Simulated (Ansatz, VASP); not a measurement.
**One calculation of Al2BP3, two programs**

```
Al B P
1.0
     3.11517    0.00000    0.00000
     0.00000    3.11517    0.00000
     0.00000    0.00000    9.54810
Al B P
2 1 3
Cartesian
  0.0000 0.0000 3.2395
  0.0000 0.0000 6.3086
  0.0000 0.0000 0.0000
  1.5576 1.5576 1.7352
  1.5576 1.5576 4.7740
  1.5576 1.5576 7.8129
```

Change from the starting cell: species swapped into the Mg3HgAu2 type (P4/mmm, No. 123).

Alike in both runs: task single point; functional PBE; k mesh 6 × 6 × 2; occupations gaussian, width 0.1 eV; no spin polarisation.

```csv
,VASP,Ansatz
version,VASP 6.6.1,Ansatz 0.2.0
potentials or method,"VASP PAW PBE potentials, release 64 (Al, B, P), cutoff 520 eV","scalar-relativistic, plane waves, PAW"
valence electrons in the cell,24,24
```

```csv
,VASP,Ansatz,Ansatz less VASP
gap on the k mesh at the Fermi level (eV),none,none,-
pressure (GPa),-7.3,-7.2,+0.08
"traceless stress, the component that is largest in VASP (GPa)",-0.93,-0.93,+0.006
rms of the force components (eV/Å),0.313,0.314,+0.0013
```

Atom by atom the forces differ by 0.002 eV/Å (rms over components). A gap of «none» marks a metal or a gap that the smearing closes. The functional is the same, so the differences come from potentials, cutoffs and numerics.
